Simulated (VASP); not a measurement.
Wanted: the native input for a VASP 6.6.1 run.

```yaml
Task: single point
Functional: PBE
Potentials_or_basis: VASP PAW PBE potentials, release 64 (W_sv, Sb)
Cutoff: 520 eV
k_mesh: 12 × 12 × 12
Occupations: fermi-dirac, width 0.08 eV
Spin: no spin polarisation
Dipole_correction: no
Further_INCAR_settings: ALGO = Normal; EDIFF = 1e-06; NBANDS = 16
```

The structure of SbW (CsCl type) lies in POSCAR:

```
SbW
1.0
    3.1415593459      0.0000000000      0.0000000000
    0.0000000000      3.1415593459      0.0000000000
    0.0000000000      0.0000000000      3.1415593459
W Sb
1 1
Direct
    0.0000000000      0.0000000000      0.0000000000
    0.5000000000      0.5000000000      0.5000000000
```

This cell differs from its parent crystal: volume scaled by 0.84.

The input as run:

INCAR

```
  PREC = Accurate
  ENCUT = 520
  EDIFF = 1E-6
  ISMEAR = -1
  SIGMA = 0.08
  LREAL = False
  LASPH = True
  NELM = 80
  ALGO = Normal
  ISIF = 2
  LWAVE = False
  LCHARG = False
  GGA = PE
  NBANDS = 16
```

KPOINTS

```
Automatic mesh
0
Gamma
  12 12 12
```

Potentials or basis: VASP PAW PBE potentials, release 64 (W_sv, Sb).

The run is started by

```sh
$ cat potpaw_PBE.64/W_sv/POTCAR potpaw_PBE.64/Sb/POTCAR > POTCAR
$ mpirun -np 1 vasp_std > vasp.out
```

It gave:

The pressure is 46.6 GPa.

It took 9.2 s on 1 thread of Intel(R) Xeon(R) 6975P-C (Granite Rapids) (shared host), peak memory 0.17 GiB.
